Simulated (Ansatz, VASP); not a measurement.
# Two plane-wave programs on CaY3Cl2

File INCAR:

```
ALGO = Normal
EDIFF = 1E-6
EDIFFG = -0.04
ENCUT = 600
GGA = PE
IBRION = 2
ISIF = 3
ISMEAR = 0
LASPH = T
LCHARG = F
LREAL = F
LWAVE = F
NELM = 80
NSW = 90
PREC = Accurate
SIGMA = 0.1
```

The input KPOINTS:

```
k-points
0
Gamma
  3 3 4
```

Contents of POSCAR:

```
CaY3Cl2
1.0
    6.2890426400      0.0000000000      0.0000000000
   -3.1445213200      5.4464707000      0.0000000000
    0.0000000000      0.0000000000      4.1638945700
Ca Y Cl
1 3 2
Direct
    0.0000000000      0.0000000000      0.0000000000
    0.5000000000      0.0000000000      0.5000000000
    0.0000000000      0.5000000000      0.5000000000
    0.5000000000      0.5000000000      0.5000000000
    0.6666666700      0.3333333300      0.0000000000
    0.3333333300      0.6666666700      0.0000000000
```

Input for Ansatz:

```yaml
crystal:
  lattice:
    - [6.28904264, 0.0, 0.0]
    - [-3.14452132, 5.4464707, 0.0]
    - [0.0, 0.0, 4.16389457]
  atoms:
    - { symbol: Ca, position: [0.0, 0.0, 0.0] }
    - { symbol: "Y", position: [0.5, 0.0, 0.5] }
    - { symbol: "Y", position: [0.0, 0.5, 0.5] }
    - { symbol: "Y", position: [0.5, 0.5, 0.5] }
    - { symbol: Cl, position: [0.66666667, 0.33333333, 0.0] }
    - { symbol: Cl, position: [0.33333333, 0.66666667, 0.0] }
basis:
  ecutwfc: 420
kpoints:
  mp_grid: { grid: [3, 3, 4] }
hamiltonian:
  xc: pbe
scf:
  occupations: { method: gaussian, width: 0.1 }
  lower_state_search: "off"
output:
  forces: true
  stress: true
  eigenvalues: true
relax:
  adjacent_minimum: "off"
  f_tol: 0.04
  max_steps: 70
  cell: { stress_tol: 0.4 }
```

Change from the starting cell: species swapped into the CeSi2Ir3 type (P6/mmm, No. 191).

Alike in both runs: task relaxation of cell and atoms; functional PBE; k mesh 3 × 3 × 4; occupations gaussian, width 0.1 eV; no spin polarisation.

|  | VASP | Ansatz |
| --- | --- | --- |
| version | VASP 6.6.1 | Ansatz 0.2.0 |
| potentials or method | VASP PAW PBE potentials, release 64 (Ca_sv, Y_sv, Cl), cutoff 600 eV | scalar-relativistic, plane waves, PAW |
| valence electrons in the cell | 57 | 57 |

|  | VASP | Ansatz | Ansatz less VASP |
| --- | --- | --- | --- |
| gap on the k mesh at the Fermi level, each at its own relaxed structure (eV) | none | none | - |
| relaxed volume (Å³/atom) | 27.98 | 27.85 | -0.130 |
| relaxed cell length with the largest relative difference (Å) | 3.740 | 3.728 | -0.0120 |

A gap of «none» marks a metal or a gap that the smearing closes.

The k mesh is coarse, so the values compare programs but aren't converged. Noted on VASP's run: the volume moved by over 15 % at a fixed basis, so the end points are rough.
